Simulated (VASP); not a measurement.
A run of VASP 6.6.1:

INCAR

```
  ALGO = Normal
  EDIFF = 1E-7
  EDIFFG = -0.002
  ENCUT = 600
  GGA_COMPAT = F
  IBRION = 2
  ISIF = 3
  ISMEAR = 0
  LASPH = T
  LCHARG = F
  LREAL = F
  LWAVE = F
  NELM = 120
  NELMIN = 4
  NSW = 100
  PREC = Accurate
  SIGMA = 0.02
```

KPOINTS

```
k-points
0
Gamma
  12 12 12
```

The input POSCAR:

```
C
1.0
    0.0000000000      1.7660495859      1.7660495859
    1.7660495859      0.0000000000      1.7660495859
    1.7660495859      1.7660495859      0.0000000000
C
2
Direct
    0.0000000000      0.0000000000      0.0000000000
    0.2500000000      0.2500000000      0.2500000000
```

Potentials or basis: VASP PAW LDA potentials, release 64 (C).

Run with:

```sh
$ cat potpaw_LDA.64/C/POTCAR > POTCAR
$ mpirun -np 1 vasp_std > vasp.out
```

Hardware: 1 thread of Intel Xeon 8259CL, on a shared host.

**Question.** How long does it take, and how much memory?

**Answer.** Wall time 19 s on 1 thread of Intel Xeon 8259CL (shared host), peak memory 0.11 GiB. Counts: scf iterations 20, k points 72, ion steps 3.
